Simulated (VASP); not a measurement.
Sn:

```xyz
2
Lattice="3.4175 0.0000 0.0000 -1.7088 2.9597 0.0000 0.0000 0.0000 5.5364" Properties=species:S:1:pos:R:3 pbc="T T T"
Sn    0.0000    1.9731    1.3841
Sn    1.7088    0.9866    4.1523
```

```yaml
Program: VASP 6.6.1
Task: relaxation of cell and atoms
Functional: PBE
Potentials_or_basis: VASP PAW PBE potentials, release 64 (Sn_d)
Cutoff: 600 eV
k_mesh: 14 × 14 × 8
Occupations: fermi-dirac, width 0.05 eV
Spin: no spin polarisation
```

At the start: pressure -0.3 GPa; volume 28.00 Å³/atom.

**Question.** How do energy, volume and symmetry change on relaxing?

**Answer.** Over 7 steps the energy falls by 6.6 meV/atom and the volume is 27.75 Å³/atom (-0.9 %); space group P6_3/mmc (No. 194, to 0.05 Å).

Step by step:
```csv
step,energy change (eV),largest force (eV/Å),pressure (GPa),volume (Å³)
1,0.0000,0.0000,-0.29,56.00
2,-0.0071,0.0000,0.02,55.59
3,-0.0120,0.0000,0.46,54.99
4,-0.0120,0.0000,0.53,54.90
5,-0.0127,0.0000,-0.15,55.68
6,-0.0131,0.0000,0.09,55.40
7,-0.0132,0.0000,-0.02,55.50
```

Final structure:
```cif
data_structure
_symmetry_space_group_name_H-M 'P 1'
_symmetry_Int_Tables_number 1
_cell_length_a 3.3540
_cell_length_b 3.3540
_cell_length_c 5.6968
_cell_angle_alpha 90.000
_cell_angle_beta 90.000
_cell_angle_gamma 120.000
_cell_volume 55.50
loop_
_atom_site_label
_atom_site_type_symbol
_atom_site_fract_x
_atom_site_fract_y
_atom_site_fract_z
_atom_site_occupancy
Sn1 Sn 0.33333 0.66667 0.25000 1
Sn2 Sn 0.66667 0.33333 0.75000 1
```
